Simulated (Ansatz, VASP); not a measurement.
# Two plane-wave programs on NaH

The input INCAR:

```
SYSTEM = NaH
  PREC = Accurate
  ENCUT = 520
  EDIFF = 1E-6
  ISMEAR = -1
  SIGMA = 0.02
  LREAL = .FALSE.
  LASPH = .TRUE.
  NELM = 100
  ALGO = Normal
  ISIF = 2
  LWAVE = .FALSE.
  LCHARG = .FALSE.
  GGA = PE
  NBANDS = 11
```

KPOINTS

```
regular mesh
0
G
  10 10 10
  0 0 0
```

File POSCAR:

```
NaH
1.0
    0.0000000000      2.5173879016      2.5173879016
    2.5173879016      0.0000000000      2.5173879016
    2.5173879016      2.5173879016      0.0000000000
Na H
1 1
Direct
    0.0000000000      0.0000000000      0.0000000000
    0.5000000000      0.5000000000      0.5000000000
```

Input for Ansatz:

```yaml
crystal:
  lattice:
    - [0.0, 2.5173879016, 2.5173879016]
    - [2.5173879016, 0.0, 2.5173879016]
    - [2.5173879016, 2.5173879016, 0.0]
  atoms:
    - { symbol: Na, position: [0.0, 0.0, 0.0] }
    - { symbol: H, position: [0.5, 0.5, 0.5] }
kpoints:
  mp_grid: { grid: [10, 10, 10] }
  band_path:
    path:
      - [0.0, 0.0, 0.0]
      - [0.5, 0.0, 0.5]
      - [0.625, 0.25, 0.625]
      - [0.375, 0.375, 0.75]
      - [0.5, 0.5, 0.5]
      - [0.5, 0.25, 0.75]
      - [0.25, -0.5, -0.25]
      - [0.0, 0.0, 0.5]
    npoints: 1
hamiltonian:
  xc: pbe
scf:
  occupations: { method: fermi_dirac, width: 0.02 }
  n_extra_bands: 4
output:
  forces: true
  stress: true
  eigenvalues: true
```

Change from the starting cell: hydrostatic strain +5.0%.

Alike in both runs: task single point; functional PBE; k mesh 10 × 10 × 10; occupations fermi-dirac, width 0.02 eV; no spin polarisation.

|  | VASP | Ansatz |
| --- | --- | --- |
| version | VASP 6.6.1 | Ansatz 0.2.0 |
| potentials or method | VASP PAW PBE potentials, release 64 (Na_pv, H) | plane waves, PAW |
| plane-wave cutoff (eV) | 520 | 420 |
| valence electrons in the cell | 8 | 10 |

```csv
,VASP,Ansatz,Ansatz less VASP
gap on the k mesh at the Fermi level (eV),3.58,3.58,+0.001
pressure (GPa),-2.3,-2.3,+0.04
```

VASP's potentials hold 8 valence electrons a cell and Ansatz's 10, so a difference there can come from the potentials and not from the codes.
